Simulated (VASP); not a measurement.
# TiCo3 (Pm-3m) in VASP: further runs, part 2 of 2

VASP 6.6.1. Earlier steps stand in the parts before.

## 3. Single point, PBEsol, collinear spin, ferromagnetic start (10.29 Å³/atom)

Input file INCAR:

```
  PREC = Accurate
  ENCUT = 520
  EDIFF = 1E-6
  ISMEAR = 0
  SIGMA = 0.15
  LREAL = F
  LASPH = T
  NELM = 150
  ALGO = Normal
  ISIF = 2
  LWAVE = F
  LCHARG = F
  ISPIN = 2
  MAGMOM = 0.7 1.54 1.54 1.54
  LORBIT = 11
  NUPDOWN = 5.32
  LMAXMIX = 4
  GGA = PS
  NBANDS = 32
```

Input file KPOINTS:

```
Automatic mesh
0
Gamma
  12 12 12
```

Input file POSCAR:

```
TiCo3
1.0
    3.4529205823      0.0000000000      0.0000000000
    0.0000000000      3.4529205823      0.0000000000
    0.0000000000      0.0000000000      3.4529205823
Ti Co
1 3
Direct
    0.0000000000      0.0000000000      0.0000000000
    0.0000000000      0.5000000000      0.5000000000
    0.5000000000      0.0000000000      0.5000000000
    0.5000000000      0.5000000000      0.0000000000
```

Potentials or basis: VASP PAW PBE potentials, release 64 (Ti_sv, Co).

Started as:

```
$ cat potpaw_PBE.64/Ti_sv/POTCAR potpaw_PBE.64/Co/POTCAR > POTCAR
$ mpirun -np 1 vasp_std > vasp.out
```

OUTCAR:

```text
PREC = Accurate
   ENCUT = 520
   EDIFF = 1E-6
   ISMEAR = 0
   LREAL = F
   LASPH = T
   NELM = 150
   ISIF = 2
   ISPIN = 2
   LORBIT = 11
   NUPDOWN = 5.32
   GGA = PS

 ion  position               nearest neighbor table
   1  0.000  0.000  0.000-   2 2.44   3 2.44   4 2.44   2 2.44   3 2.44   2 2.44   4 2.44   2 2.44
                             3 2.44   4 2.44   3 2.44   4 2.44
   2  0.000  0.500  0.500-   1 2.44   3 2.44   4 2.44   1 2.44   4 2.44   1 2.44   3 2.44   1 2.44
                             3 2.44   4 2.44   4 2.44   3 2.44
   3  0.500  0.000  0.500-   1 2.44   2 2.44   4 2.44   1 2.44   4 2.44   2 2.44   4 2.44   4 2.44
                             1 2.44   2 2.44   1 2.44   2 2.44
   4  0.500  0.500  0.000-   1 2.44   2 2.44   3 2.44   2 2.44   3 2.44   1 2.44   3 2.44   3 2.44
                             1 2.44   2 2.44   2 2.44   1 2.44

  LATTYP: Found a simple cubic cell.
 ALAT       =     3.4529205823

  Lattice vectors:

 A1 = (   3.4529205823,   0.0000000000,   0.0000000000)
 A2 = (   0.0000000000,   3.4529205823,   0.0000000000)
 A3 = (   0.0000000000,   0.0000000000,   3.4529205823)

Analysis of symmetry for initial positions (statically):
=====================================================================
 Subroutine PRICEL returns:
 Original cell was already a primitive cell.

 Routine SETGRP: Setting up the symmetry group for a
 simple cubic supercell.

 Subroutine GETGRP returns: Found 48 space group operations
 (whereof 48 operations were pure point group operations)
 out of a pool of 48 trial point group operations.

The static configuration has the point symmetry O_h .

Analysis of symmetry for dynamics (positions and initial velocities):
=====================================================================
 Subroutine PRICEL returns:
 Original cell was already a primitive cell.

 Routine SETGRP: Setting up the symmetry group for a
 simple cubic supercell.

[... 169 lines left out ...]
  energy without entropy =      -30.38570839  energy(sigma->0) =      -30.43374581

 E-fermi :  11.4922     XC(G=0): -14.0484

 val. band max:       13.2899734113   @ k =   0.5000   0.2500   0.1667
 cond. band min:      11.4934863376   @ k =   0.4167   0.0833   0.0000
 fundamental gap:     -1.7964870736
 Fermi energy:        13.2915463601

 spin component 1

 k-point     1 :       0.0000    0.0000    0.0000
  band No.  band energies     occupation
      1     -43.8462      1.00000
      2     -20.2632      1.00000
      3     -20.2632      1.00000
      4     -20.2632      1.00000
      5       2.9281      1.00000
      6       6.2168      1.00000
[... 805 lines left out ...]
     30      24.3612      0.00000
     31      25.0346      0.00000

 [... further k-points ...]

 spin component 2

 k-point     1 :       0.0000    0.0000    0.0000
  band No.  band energies     occupation
      1     -43.5435      1.00000
      2     -19.9623      1.00000
      3     -19.9623      1.00000
      4     -19.9623      1.00000
      5       3.3231      1.00000
      6       7.2671      1.00000
[... 805 lines left out ...]
     30      25.0968      0.00000
     31      25.6590      0.00000

 [... further k-points ...]

 [bands above 31 left out]

------------------------ aborting loop because EDIFF is reached ----------------------------------------

  FORCE on cell =-STRESS in cart. coord.  units (eV):
  Direction    XX          YY          ZZ          XY          YZ          ZX
  --------------------------------------------------------------------------------------
  -------------------------------------------------------------------------------------
  Total        9.8439642      9.8439642      9.8439642      0.0000000     -0.0000000      0.0000000
  in kB      383.1076648    383.1076648    383.1076648      0.0000000     -0.0000000      0.0000000
  external PRESSURE =     383.1076648 kB  Pullay stress =       0.0000000 kB

 VOLUME and BASIS-vectors are now :
 -----------------------------------------------------------------------------
  energy-cutoff  :      520.00
  volume of cell :       41.17
      direct lattice vectors                 reciprocal lattice vectors
     3.452920582  0.000000000  0.000000000     0.289609904  0.000000000  0.000000000
     0.000000000  3.452920582  0.000000000     0.000000000  0.289609904  0.000000000
     0.000000000  0.000000000  3.452920582     0.000000000  0.000000000  0.289609904

 POSITION                                       TOTAL-FORCE (eV/Angst)
 -----------------------------------------------------------------------------------
      0.00000      0.00000      0.00000         0.000000      0.000000      0.000000
      0.00000      1.72646      1.72646         0.000000      0.000000      0.000000
      1.72646      0.00000      1.72646         0.000000      0.000000      0.000000
      1.72646      1.72646      0.00000         0.000000      0.000000      0.000000
 -----------------------------------------------------------------------------------
    total drift:                                0.000000      0.000000      0.000000

  FREE ENERGIE OF THE ION-ELECTRON SYSTEM (eV)
  ---------------------------------------------------
  free  energy   TOTEN  =       -30.4817832389 eV

  energy  without entropy=      -30.3857083860  energy(sigma->0) =      -30.43374581

 total charge

# of ion       s       p       d       tot
------------------------------------------
    1        2.292   6.264   2.135  10.691
    2        0.577   0.641   7.326   8.543
    3        0.577   0.641   7.326   8.543
    4        0.577   0.641   7.326   8.543
--------------------------------------------------
tot          4.021   8.187  24.112  36.321

 magnetization (x)

# of ion       s       p       d       tot
------------------------------------------
    1        0.006   0.033   0.285   0.324
    2        0.014   0.076   1.518   1.608
    3        0.014   0.076   1.518   1.608
    4        0.014   0.076   1.518   1.608
--------------------------------------------------
tot          0.049   0.260   4.840   5.149
```

OSZICAR:

```text
N       E                     dE             d eps       ncg     rms          rms(c)
DAV:   1     0.326695401510E+03    0.32670E+03   -0.16878E+04 10824   0.165E+03
DAV:   2    -0.925494191026E+01   -0.33595E+03   -0.31703E+03 10824   0.380E+02
DAV:   3    -0.344865235309E+02   -0.25232E+02   -0.24153E+02 13144   0.121E+02
DAV:   4    -0.354393960382E+02   -0.95287E+00   -0.94751E+00 14144   0.202E+01
DAV:   5    -0.354615930970E+02   -0.22197E-01   -0.22195E-01 13320   0.301E+00    0.278E+01
DAV:   6    -0.356322089168E+02   -0.17062E+00   -0.36584E+01 12080   0.883E+01    0.199E+01
DAV:   7    -0.308269231365E+02    0.48053E+01   -0.15213E+01 13424   0.538E+01    0.907E+00
DAV:   8    -0.305043272428E+02    0.32260E+00   -0.10628E+00 14224   0.122E+01    0.305E+00
DAV:   9    -0.304992589294E+02    0.50683E-02   -0.12360E-01 13720   0.365E+00    0.196E+00
DAV:  10    -0.304804980694E+02    0.18761E-01   -0.64676E-02 13648   0.324E+00    0.605E-01
DAV:  11    -0.304816698221E+02   -0.11718E-02   -0.57867E-03 12360   0.707E-01    0.234E-01
DAV:  12    -0.304817564444E+02   -0.86622E-04   -0.11502E-03 15320   0.277E-01    0.863E-02
DAV:  13    -0.304818168826E+02   -0.60438E-04   -0.15880E-04 13536   0.119E-01    0.533E-02
DAV:  14    -0.304817887414E+02    0.28141E-04   -0.56050E-05 16488   0.766E-02    0.139E-02
DAV:  15    -0.304817848623E+02    0.38790E-05   -0.38826E-06 10896   0.147E-02    0.635E-03
DAV:  16    -0.304817832378E+02    0.16246E-05   -0.56131E-07  7136   0.756E-03    0.364E-03
DAV:  17    -0.304817832389E+02   -0.11159E-08   -0.21121E-07  5896   0.468E-03
   1 F= -.30481783E+02 E0= -.30433746E+02  d E =-.960749E-01  mag=     5.3200
```

It took 2.9 min on 1 thread of Oxide Virtual Turin-like, shared host; peak memory 0.26 GiB.

What came out:

| Item | Value |
| --- | --- |
| Free energy | -30.4818 eV |
| Pressure | 38.3 GPa |
| Net moment | 5.32 μB per cell |
| Site moments | Ti +0.32; Co +1.61 μB |
| Valence electrons inside the program's atomic spheres | Ti 10.69; Co 8.54 |

Caveat: the cell stands under pressure; the PAW data sets were made with another functional, which shifts forces and pressure a little; the total moment is fixed, so each spin has its own Fermi level and the state may be an excited one.

## 4. Single point, PBEsol, collinear spin, ferromagnetic start (11.66 Å³/atom)

This run uses another cell than the first one, of 11.66 Å³/atom.

Input file INCAR:

```
SYSTEM = TiCo3
PREC = Accurate ; ENCUT = 520
EDIFF = 1E-7 ; ISMEAR = 0
SIGMA = 0.15 ; LREAL = .False.
LASPH = .True. ; NELM = 150
ALGO = Normal ; ISIF = 2
LWAVE = .False. ; LCHARG = .False.
ISPIN = 2 ; MAGMOM = 0.8 1.76 1.76 1.76
LORBIT = 11 ; NUPDOWN = 6.08
LMAXMIX = 4 ; GGA = PS
NBANDS = 32
```

Input file KPOINTS:

```
regular mesh
0
Gamma
  12 12 12
  0 0 0
```

Input file POSCAR:

```
TiCo3
1.0
    3.6000000000      0.0000000000      0.0000000000
    0.0000000000      3.6000000000      0.0000000000
    0.0000000000      0.0000000000      3.6000000000
Ti Co
1 3
Direct
    0.0000000000      0.0000000000      0.0000000000
    0.0000000000      0.5000000000      0.5000000000
    0.5000000000      0.0000000000      0.5000000000
    0.5000000000      0.5000000000      0.0000000000
```

Started as:

```
$ cat potpaw_PBE.64/Ti_sv/POTCAR potpaw_PBE.64/Co/POTCAR > POTCAR
$ mpirun -np 1 vasp_std > vasp.out
```

It took 5.7 min on 1 thread of Oxide Virtual Turin-like, shared host; peak memory 0.27 GiB.

Results (log left out):

* Free energy: -30.6080 eV
* Pressure: 7.9 GPa
* Net moment: 6.08 μB per cell
* Site moments: Ti +0.34; Co +1.84 μB
* Valence electrons inside the program's atomic spheres: Ti 10.45; Co 8.28

Caveat: the cell stands under pressure; the PAW data sets were made with another functional, which shifts forces and pressure a little; the total moment is fixed, so each spin has its own Fermi level and the state may be an excited one.

## 5. Overview

| fixed moment (μB) | cell | pressure (GPa) | moment (μB) |
| --- | --- | --- | --- |
| 6.84 | a = 3.453 Å, 4 atoms | 49.6 | 6.84 |
| 5.32 | a = 3.453 Å, 4 atoms | 38.3 | 5.32 |
| 6.08 | a = 3.600 Å, 4 atoms | 7.9 | 6.08 |

Alike in all rows: task single point; level PBEsol; potentials or basis VASP PAW PBE potentials, release 64 (Ti_sv, Co); spin collinear, ferromagnetic start; k mesh 12 × 12 × 12; cutoff (eV) 520; smearing gaussian 0.15 eV.

Caveats: the cell stands under pressure; the PAW data sets were made with another functional, which shifts forces and pressure a little; the total moment is fixed, so each spin has its own Fermi level and the state may be an excited one.

Total energies depend on the potentials used, so only differences within one code and one set of settings carry meaning.
